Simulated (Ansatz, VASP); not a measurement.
Two plane-wave programs on CO2

```
C O
1.0
    10.99467    0.00000    0.00000
     0.00000    3.76682    0.00000
     0.00000    0.00000    5.58326
C O
4 8
Direct
  0.66376 0.23728 0.10228
  0.33624 0.76272 0.60228
  0.83624 0.73728 0.60228
  0.16376 0.26272 0.10228
  0.56542 0.32771 0.04862
  0.43458 0.67229 0.54862
  0.93458 0.82771 0.54862
  0.06542 0.17229 0.04862
  0.76255 0.14674 0.15710
  0.23745 0.85326 0.65710
  0.73745 0.64674 0.65710
  0.26255 0.35326 0.15710
```

Alike in both runs: task electric field gradients; functional PBE; k mesh 2 × 6 × 4; occupations fermi-dirac, width 0.02 eV; no spin polarisation.

|  | VASP | Ansatz |
| --- | --- | --- |
| version | VASP 6.6.1 | Ansatz 0.2.0 |
| potentials or method | VASP PAW PBE potentials, release 64 (C, O) | plane-wave PAW, scalar-relativistic |
| plane-wave cutoff (eV) | 520 | 420 |
| valence electrons in the cell | 64 | 64 |

VASP gave:

```
gap on the k mesh at the Fermi level (eV)                     : 6.45
pressure (GPa)                                                : 0.3
traceless stress, the component that is largest in VASP (GPa) : 0.22
rms of the force components (eV/Å)                            : 0.038
size of Vzz on the site where it differs most (V/Å²)          : 49.2
```

Problem. Which values does Ansatz return?

Solution. gap on the k mesh at the Fermi level (eV): 6.47; pressure (GPa): -0.8; traceless stress, the component that is largest in VASP (GPa): -1.81; rms of the force components (eV/Å): 0.264; size of Vzz on the site where it differs most (V/Å²): 28.8.

Atom by atom the forces differ by 0.287 eV/Å (rms over components).

Noted on VASP's run: the standard files for N, O and F lose accuracy on very short bonds.
